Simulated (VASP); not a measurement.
Input of a VASP 6.6.1 run:

INCAR

```
SYSTEM = Mo
PREC     = Accurate       ! precision mode
ENCUT    = 520            ! plane-wave cutoff, eV
EDIFF    = 1E-7           ! SCF threshold, eV
ISMEAR   = 0              ! smearing method
SIGMA    = 0.1            ! smearing width, eV
LREAL    = .FALSE.        ! projectors in reciprocal space
LASPH    = .TRUE.         ! aspherical terms in the spheres
NELM     = 100            ! most SCF steps
ALGO     = Fast           ! electronic algorithm
ISIF     = 2              ! what is computed and relaxed
LWAVE    = .FALSE.        ! write WAVECAR
LCHARG   = .TRUE.         ! write CHGCAR
GGA      = PS             ! functional
LELF     = .TRUE.         ! ELF
LVHAR    = .TRUE.       
NBANDS   = 13             ! bands
ISYM     = 0
```

Contents of KPOINTS:

```
Automatic mesh
0
G
  13 13 15
  0 0 0
```

Contents of POSCAR:

```
Mo
1.0
    2.7100592321      0.0000000000      0.0000000000
   -0.9033530774      2.5550683473      0.0000000000
    0.9033530774      1.2775341736      2.2127540971
Mo
1
Direct
    0.0000000000      0.0000000000      0.0000000000
```

Potentials or basis: VASP PAW PBE potentials, release 64 (Mo_sv).

Run with:

```bash
$ cat potpaw_PBE.64/Mo_sv/POTCAR > POTCAR
$ mpirun -np 1 vasp_std > vasp.out
```

(1) Estimate the pressure.

(2) Estimate the band gap on the k mesh.

Results:

(1) 0.4 GPa.

(2) zero (band 7 reaches 16.56 eV, above the bottom of band 8 at 11.40 eV).

Caveat: the PAW data sets were made with another functional, which shifts forces and pressure a little.
